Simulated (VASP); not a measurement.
# Mg5O4 in VASP: a series of runs, part 2 of 2

VASP 6.6.1. The steps go on from the part before.

### Step 3. Single point, r2SCAN

Contents of POSCAR:

```
Mg5O4
1.0
    2.9728306127      0.0000000000      0.0000000000
   -1.4864153063      2.5745468317      0.0000000000
    0.0000000000      0.0000000000     24.7092241237
Mg O
5 4
Direct
    0.6666666667      0.3333333333      0.3014130858
    0.3333333333      0.6666666667      0.4017495179
    0.0000000000      0.0000000000      0.4999998401
    0.6666666667      0.3333333333      0.5982505650
    0.3333333333      0.6666666667      0.6985870283
    0.0000000000      0.0000000000      0.3527617521
    0.6666666667      0.3333333333      0.4508742056
    0.3333333333      0.6666666667      0.5491258473
    0.0000000000      0.0000000000      0.6472381577
```

Contents of INCAR.step1:

```
PREC = Accurate
ENCUT = 520
ISMEAR = 0
SIGMA = 0.05
LREAL = F
LASPH = T
NELM = 100
LDIPOL = T
IDIPOL = 3
DIPOL = 0.5 0.5 0.500
NBANDS = 27
GGA = PE
ALGO = Normal
EDIFF = 1E-4
LWAVE = T
LCHARG = F
```

Contents of INCAR.step2:

```
PREC = Accurate
ENCUT = 520
EDIFF = 1E-6
ISMEAR = 0
SIGMA = 0.05
LREAL = F
LASPH = T
NELM = 100
ALGO = Normal
ISIF = 2
LWAVE = F
LCHARG = F
LDIPOL = T
IDIPOL = 3
DIPOL = 0.5 0.5 0.500
METAGGA = R2SCAN
LMIXTAU = T
NBANDS = 27
ISTART = 1
```

Contents of KPOINTS:

```
Automatic mesh
0
Gamma
  9 9 1
```

Potentials or basis: VASP PAW PBE potentials, release 64 (Mg, O).

Command:

```bash
$ cat potpaw_PBE.64/Mg/POTCAR potpaw_PBE.64/O/POTCAR > POTCAR
$ cp INCAR.step1 INCAR
$ mpirun -np 1 vasp_std > vasp.out
$ cp INCAR.step2 INCAR
$ mpirun -np 1 vasp_std > vasp.out
```

OUTCAR:

```text
PREC = Accurate
   ENCUT = 520
   EDIFF = 1E-6
   ISMEAR = 0
   LREAL = F
   LASPH = T
   NELM = 100
   ISIF = 2
   METAGGA = R2SCAN
   ISTART = 1

 ion  position               nearest neighbor table
   1  0.667  0.333  0.301-   6 2.13   6 2.13   6 2.13   2 3.02   2 3.02   2 3.02
   2  0.333  0.667  0.402-   6 2.10   6 2.10   6 2.10   7 2.10   7 2.10   7 2.10   3 2.97   3 2.97
                             3 2.97   1 3.02   1 3.02   1 3.02
   3  0.000  0.000  0.500-   7 2.10   7 2.10   7 2.10   8 2.10   8 2.10   8 2.10   2 2.97   2 2.97
                             2 2.97   4 2.97   4 2.97   4 2.97
   4  0.667  0.333  0.598-   9 2.10   9 2.10   9 2.10   8 2.10   8 2.10   8 2.10   3 2.97   3 2.97
                             3 2.97   5 3.02   5 3.02   5 3.02
   5  0.333  0.667  0.699-   9 2.13   9 2.13   9 2.13   4 3.02   4 3.02   4 3.02
   6  0.000  0.000  0.353-   2 2.10   2 2.10   2 2.10   1 2.13   1 2.13   1 2.13
   7  0.667  0.333  0.451-   2 2.10   2 2.10   2 2.10   3 2.10   3 2.10   3 2.10
   8  0.333  0.667  0.549-   4 2.10   4 2.10   4 2.10   3 2.10   3 2.10   3 2.10
   9  0.000  0.000  0.647-   4 2.10   4 2.10   4 2.10   5 2.13   5 2.13   5 2.13

  LATTYP: Found a hexagonal cell.
 ALAT       =     2.9728306127
 C/A-ratio  =     8.3116824814

  Lattice vectors:

 A1 = (   2.9728306127,   0.0000000000,   0.0000000000)
 A2 = (  -1.4864153063,   2.5745468317,   0.0000000000)
 A3 = (   0.0000000000,   0.0000000000,  24.7092241237)

Analysis of symmetry for initial positions (statically):
=====================================================================
 Subroutine PRICEL returns:
 Original cell was already a primitive cell.

 Routine SETGRP: Setting up the symmetry group for a
 hexagonal supercell.

 Subroutine GETGRP returns: Found 12 space group operations
 (whereof 12 operations were pure point group operations)
 out of a pool of 24 trial point group operations.

The static configuration has the point symmetry D_3d.

Analysis of symmetry for dynamics (positions and initial velocities):
[... 145 lines left out ...]
  energy-cutoff  :      520.00
  volume of cell :      189.12
 maximum number of plane-waves:      5167
 NGX is ok and might be reduce to    24
   NGX = 11   NGY = 11   NGZ = 91

 number of electron      34.0000004 magnetization

 dipolmoment           0.000000      0.000000      0.000003 electrons x Angstroem

 Free energy of the ion-electron system (eV)
  ---------------------------------------------------
  ext. energy  EPLUGINS =         0.00000000
  ---------------------------------------------------
  free energy    TOTEN  =       -66.77544765 eV

  energy without entropy =      -66.77136306  energy(sigma->0) =      -66.77340535

 E-fermi :   1.0976     XC(G=0):  -6.2492

 val. band max:        1.0915298394   @ k =   0.2222   0.2222   0.0000
 cond. band min:       1.2770089955   @ k =   0.3333   0.1111   0.0000
 fundamental gap:      0.1854791561
 Fermi energy:         1.0976002109

 k-point     1 :       0.0000    0.0000    0.0000
  band No.  band energies     occupation
      1     -21.2605      2.00000
      2     -20.9919      2.00000
      3     -20.6008      2.00000
      4     -20.2387      2.00000
      5      -7.5646      2.00000
      6      -6.8958      2.00000
[... 349 lines left out ...]
     26       9.3997      0.00000
     27      10.0833      0.00000

------------------------ aborting loop because EDIFF is reached ----------------------------------------

 vacuum level on the upper side and lower side of the slab       (xc-potential included)         0.028         0.029

  FORCE on cell =-STRESS in cart. coord.  units (eV):
  Direction    XX          YY          ZZ          XY          YZ          ZX
  --------------------------------------------------------------------------------------
  -------------------------------------------------------------------------------------
  Total        0.2125946      0.2125946     -0.5996164      0.0000000      0.0000000      0.0000000
  in kB        1.8010789      1.8010789     -5.0798867      0.0000000      0.0000000      0.0000000
  external PRESSURE =      -0.4925763 kB  Pullay stress =       0.0000000 kB

 VOLUME and BASIS-vectors are now :
 -----------------------------------------------------------------------------
  energy-cutoff  :      520.00
  volume of cell :      189.12
      direct lattice vectors                 reciprocal lattice vectors
     2.972830613  0.000000000  0.000000000     0.336379744  0.194208936  0.000000000
    -1.486415306  2.574546832  0.000000000     0.000000000  0.388417871  0.000000000
     0.000000000  0.000000000 24.709224124     0.000000000  0.000000000  0.040470716

 POSITION                                       TOTAL-FORCE (eV/Angst)
 -----------------------------------------------------------------------------------
      1.48642      0.85818      7.44768        -0.000000      0.000000      0.053317
     -0.00000      1.71636      9.92692         0.000000      0.000000     -0.014189
      0.00000      0.00000     12.35461         0.000000      0.000000      0.000000
      1.48642      0.85818     14.78231         0.000000     -0.000000      0.014189
     -0.00000      1.71636     17.26154        -0.000000     -0.000000     -0.053317
      0.00000      0.00000      8.71647         0.000000      0.000000      0.007718
      1.48642      0.85818     11.14075         0.000000      0.000000      0.000691
     -0.00000      1.71636     13.56847         0.000000     -0.000000     -0.000691
      0.00000      0.00000     15.99275         0.000000      0.000000     -0.007718
 -----------------------------------------------------------------------------------
    total drift:                               -0.000000      0.000000      0.001533

  FREE ENERGIE OF THE ION-ELECTRON SYSTEM (eV)
  ---------------------------------------------------
  free  energy   TOTEN  =       -66.7754476520 eV

  energy  without entropy=      -66.7713630551  energy(sigma->0) =      -66.77340535

 vacuum level on the upper side and lower side of the slab         5.528         5.528
```

OSZICAR.step1:

```text
N       E                     dE             d eps       ncg     rms          rms(c)
DAV:   1     0.249098044168E+03    0.24910E+03   -0.14335E+04   656   0.103E+03
DAV:   2    -0.201454209232E+02   -0.26924E+03   -0.25249E+03   924   0.242E+02
DAV:   3    -0.539402952142E+02   -0.33795E+02   -0.33483E+02   813   0.914E+01
DAV:   4    -0.545298094336E+02   -0.58951E+00   -0.58854E+00   832   0.143E+01
DAV:   5    -0.545374606579E+02   -0.76512E-02   -0.76463E-02   823   0.156E+00    0.152E+01
DAV:   6    -0.472543259511E+02    0.72831E+01   -0.29399E+01   809   0.298E+01    0.467E+00
DAV:   7    -0.473920001254E+02   -0.13767E+00   -0.23078E+00   789   0.572E+00    0.326E+00
DAV:   8    -0.473767601760E+02    0.15240E-01   -0.55131E-01   783   0.489E+00    0.121E+00
DAV:   9    -0.473392248807E+02    0.37535E-01   -0.12957E-01   864   0.193E+00    0.275E-01
DAV:  10    -0.473397442187E+02   -0.51934E-03   -0.22221E-02   774   0.796E-01    0.170E-01
DAV:  11    -0.473398469016E+02   -0.10268E-03   -0.40885E-04   789   0.167E-01    0.138E-01
DAV:  12    -0.473394538738E+02    0.39303E-03   -0.18916E-03   815   0.236E-01    0.200E-02
DAV:  13    -0.473394560369E+02   -0.21631E-05   -0.65785E-05   509   0.679E-02
   1 F= -.47339456E+02 E0= -.47337414E+02  d E =-.408331E-02
```

Run time: 3.3 min. Hardware: 1 thread of Intel Xeon 6975P-C (Granite Rapids), shared host; peak memory 0.38 GiB.

What came out:

- Free energy: -66.7754 eV
- Largest force: 0.053 eV/Å
- Band gap on the k mesh: zero (band 17 reaches 3.46 eV, above the bottom of band 18 at -1.52 eV)

Forces in eV/Å, atoms in the order of the input:
```
Mg   0.000  0.000  0.053
Mg   0.000  0.000 -0.014
Mg   0.000  0.000  0.000
Mg   0.000  0.000  0.014
Mg   0.000  0.000 -0.053
O    0.000  0.000  0.008
O    0.000  0.000  0.001
O    0.000  0.000 -0.001
O    0.000  0.000 -0.008
```

Levels at points of the mesh, in eV from the Fermi level:
| k point | band 15 | band 16 | band 17 | band 18 | band 19 | band 20 | band 21 | band 22 |
| --- | --- | --- | --- | --- | --- | --- | --- | --- |
| (0.00, 0.00, 0.00) | -4.29 | -4.29 | -2.79 | -2.62 | 1.87 | 2.59 | 3.42 | 4.28 |

Caveat: the PAW data sets were made with another functional, which shifts forces and pressure a little.
